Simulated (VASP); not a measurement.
Input of a VASP 6.6.1 run:

Contents of INCAR:

```
  PREC = Accurate
  ENCUT = 520
  EDIFF = 1E-6
  ISMEAR = 0
  SIGMA = 0.1
  LREAL = F
  LASPH = T
  NELM = 150
  ALGO = Normal
  ISIF = 2
  LWAVE = F
  LCHARG = T
  ISPIN = 2
  MAGMOM = 0 0 0 0 1 1
  LORBIT = 11
  LMAXMIX = 4
  GGA = PE
  LELF = T
  LVHAR = T
  NBANDS = 36
```

KPOINTS

```
Automatic mesh
0
Gamma
  4 4 4
```

The input POSCAR:

```
Sc3BN2
1.0
    4.3316837900      0.0000000000      0.0000000000
    0.0000000000      4.3316837900      0.0000000000
    0.0000000000      0.0000000000      5.0017590800
Sc B N
3 1 2
Direct
    0.5000000000      0.5000000000      0.5000000000
    0.5000000000      0.5000000000      0.0000000000
    0.0000000000      0.0000000000      0.5000000000
    0.0000000000      0.0000000000      0.0000000000
    0.0000000000      0.5000000000      0.5000000000
    0.5000000000      0.0000000000      0.5000000000
```

Potentials or basis: VASP PAW PBE potentials, release 64 (Sc_sv, B, N).

Launch:

```bash
$ cat potpaw_PBE.64/Sc_sv/POTCAR potpaw_PBE.64/B/POTCAR potpaw_PBE.64/N/POTCAR > POTCAR
$ mpirun -np 1 vasp_std > vasp.out
```

(1) What does it give for the net moment?

(2) What does it give for the pressure?

(3) Estimate the band gap on the k mesh.

Answers

(1) 0.01 μB per cell.

(2) 0.6 GPa.

(3) zero (filled and empty bands overlap).

Caveat: the k points lie up to 0.36 Å⁻¹ apart, too coarse for converged energies and pressures of a metal.
